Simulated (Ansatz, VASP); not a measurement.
**One calculation of Cd, two programs**

```
Cd
1.0
     2.93021    0.00000    0.00000
    -1.46510    2.53763    0.00000
     0.00000    0.00000    5.72756
Cd
2
Direct
  0.33333 0.66667 0.25000
  0.66667 0.33333 0.75000
```

Alike in both runs: functional PBEsol; k mesh 14 × 14 × 6; occupations fermi-dirac, width 0.05 eV; no spin polarisation.

Ansatz relaxed the structure, and its values are those at the end. VASP's run is a single point on that final structure, the one shown.

|  | VASP | Ansatz |
| --- | --- | --- |
| version | VASP 6.6.1 | Ansatz 0.2.0 |
| potentials or method | VASP PAW PBE potentials, release 64 (Cd) | PAW with Ansatz's default frozen-core files, scalar-relativistic |
| plane-wave cutoff (eV) | 520 | 420 |
| valence electrons in the cell | 24 | 40 |

|  | VASP | Ansatz | Ansatz less VASP |
| --- | --- | --- | --- |
| pressure (GPa) | 0.4 | 0.0 | -0.39 |

VASP's potentials were made for PBE, not for PBEsol. VASP's potentials hold 24 valence electrons a cell and Ansatz's 40, so a difference there can come from the potentials and not from the codes.
